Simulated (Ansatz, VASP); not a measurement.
# Two plane-wave programs on KF

```xyz
2
Lattice="0.0000 2.6544 2.6544 2.6544 0.0000 2.6544 2.6544 2.6544 0.0000" Properties=species:S:1:pos:R:3 pbc="T T T"
K     0.0000    0.0000    0.0000
F     2.6544    2.6544    2.6544
```

Alike in both runs: task single point; functional revPBE; k mesh 8 × 8 × 8; occupations gaussian, width 0.1 eV; no spin polarisation; Hubbard terms F p U = 1.0 eV.

|  | VASP | Ansatz |
| --- | --- | --- |
| version | VASP 6.6.1 | Ansatz 0.2.0 |
| potentials or method | VASP PAW PBE potentials, release 64 (K_sv, F), cutoff 600 eV | scalar-relativistic, plane waves, PAW |
| valence electrons in the cell | 16 | 16 |

|  | VASP | Ansatz | Ansatz less VASP |
| --- | --- | --- | --- |
| gap on the k mesh at the Fermi level (eV) | 6.67 | 6.99 | +0.316 |
| least direct gap on the mesh (eV) | 6.67 | 6.99 | +0.316 |
| pressure (GPa) | 4.2 | 4.3 | +0.10 |

VASP's potentials were made for PBE, not for revPBE. The programs project onto different local orbitals, so the same U acts differently, and such runs can settle in different states.
